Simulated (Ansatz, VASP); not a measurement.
## NbTe8Mo3 in VASP and in Ansatz

```
Nb Te Mo
1.0
     3.58473    0.00000    0.00000
    -1.79237    3.10447    0.00000
     0.00000    0.00000   34.60570
Nb Te Mo
1 8 3
Direct
  0.00000 0.00000 0.00000
  0.33333 0.66667 0.19829
  0.33333 0.66667 0.44806
  0.33333 0.66667 0.69782
  0.33333 0.66667 0.94537
  0.33333 0.66667 0.05463
  0.33333 0.66667 0.30218
  0.33333 0.66667 0.55194
  0.33333 0.66667 0.80171
  0.00000 0.00000 0.25023
  0.00000 0.00000 0.50000
  0.00000 0.00000 0.74977
```

Alike in both runs: task single point; functional PBE; k mesh 6 × 6 × 1; occupations gaussian, width 0.2 eV; collinear spin.

|  | VASP | Ansatz |
| --- | --- | --- |
| version | VASP 6.6.1 | Ansatz 0.2.0 |
| potentials or method | VASP PAW PBE potentials, release 64 (Nb_sv, Te, Mo_sv), cutoff 520 eV | scalar-relativistic, plane waves, PAW |
| valence electrons in the cell | 103 | 183 |

VASP gave:

```
gap on the k mesh at the Fermi level (eV)                     : none
pressure (GPa)                                                : 0.0
traceless stress, the component that is largest in VASP (GPa) : 0.13
rms of the force components (eV/Å)                            : 0.008
net moment per atom (μB)                                      : 0.00
```

Estimate Ansatz's values.

gap on the k mesh at the Fermi level (eV): none; pressure (GPa): 0.0; traceless stress, the component that is largest in VASP (GPa): 0.09; rms of the force components (eV/Å): 0.006; net moment per atom (μB): 0.00.

Atom by atom the forces differ by 0.006 eV/Å (rms over components). A gap of «none» marks a metal or a gap that the smearing closes. VASP's potentials hold 103 valence electrons a cell and Ansatz's 183, so a difference there can come from the potentials and not from the codes. Ansatz's warnings: seeded moment not kept.

Spin-orbit coupling is off throughout.
